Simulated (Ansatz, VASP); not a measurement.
Given: the input of a run of VASP 6.6.1 on CuI.

INCAR

```
SYSTEM = CuI
ALGO = Normal ; EDIFF = 1E-7
ENCUT = 520 ; ISIF = 2
ISMEAR = -1 ; LASPH = .True.
LCHARG = .False. ; LREAL = .False.
LWAVE = .False. ; NBANDS = 26
NELM = 100 ; PREC = Accurate
SIGMA = 0.05
```

File KPOINTS:

```
k-points
0
Gamma
  7 7 4
  0 0 0
```

POSCAR

```
CuI
1.0
    4.1172843714      0.0000000000      0.0000000000
    0.0000000000      4.1172843714      0.0000000000
    0.0000000000      0.0000000000      6.5948464438
I Cu
2 2
Direct
    0.0000000000      0.5000000000      0.7430343600
    0.5000000000      0.0000000000      0.2569656400
    0.0000000000      0.0000000000      0.0000000000
    0.5000000000      0.5000000000      0.0000000000
```

Potentials or basis: VASP PAW LDA potentials, release 64 (I, Cu).

The run is started by

```sh
$ cat potpaw_LDA.64/I/POTCAR potpaw_LDA.64/Cu/POTCAR > POTCAR
$ mpirun -np 1 vasp_std > vasp.out
```

**Question.** Set up the same calculation for Ansatz 0.2.0. Potentials there: all-electron LAPW, scalar-relativistic.

**Answer.** As run (the cutoff follows the program's own potentials):

File input.yaml:

```yaml
crystal:
  lattice:
    - [4.1172843714, 0.0, 0.0]
    - [0.0, 4.1172843714, 0.0]
    - [0.0, 0.0, 6.5948464438]
  atoms:
    - { symbol: I, position: [0.0, 0.5, 0.74303436] }
    - { symbol: I, position: [0.5, 0.0, 0.25696564] }
    - { symbol: Cu, position: [0.0, 0.0, 0.0] }
    - { symbol: Cu, position: [0.5, 0.5, 0.0] }
kpoints:
  mp_grid: { grid: [7, 7, 4] }
scf:
  occupations: { method: fermi_dirac, width: 0.05 }
hamiltonian:
  xc: lda
  pseudopotentials: { kind: all_electron, lapw: { basis_error: 0.002 } }
output:
  forces: true
  stress: true
  eigenvalues: true
```

Potentials or basis: all-electron LAPW, scalar-relativistic.

Command:

```bash
$ ansatz run input.yaml --threads 2 --pin off --max-ram 8192MiB --backend cpu --events-out ev --progress --plain --runs-dir out
```

Both were run:

|  | VASP | Ansatz | Ansatz less VASP |
| --- | --- | --- | --- |
| gap on the k mesh at the Fermi level (eV) | 1.41 | 1.38 | -0.036 |
| least direct gap on the mesh (eV) | 1.41 | 1.38 | -0.036 |
| pressure (GPa) | -4.3 | -4.3 | +0.04 |
| traceless stress, the component that is largest in VASP (GPa) | 0.07 | 0.11 | +0.037 |
| rms of the force components (eV/Å) | 0.256 | 0.263 | +0.0070 |

LDA's correlation is that of Perdew and Zunger in VASP and of Perdew and Wang (1992) in Ansatz. Atom by atom the forces differ by 0.007 eV/Å (rms over components). Ansatz ran all-electron here, and VASP with PAW potentials.

Neither program's run includes spin-orbit coupling.
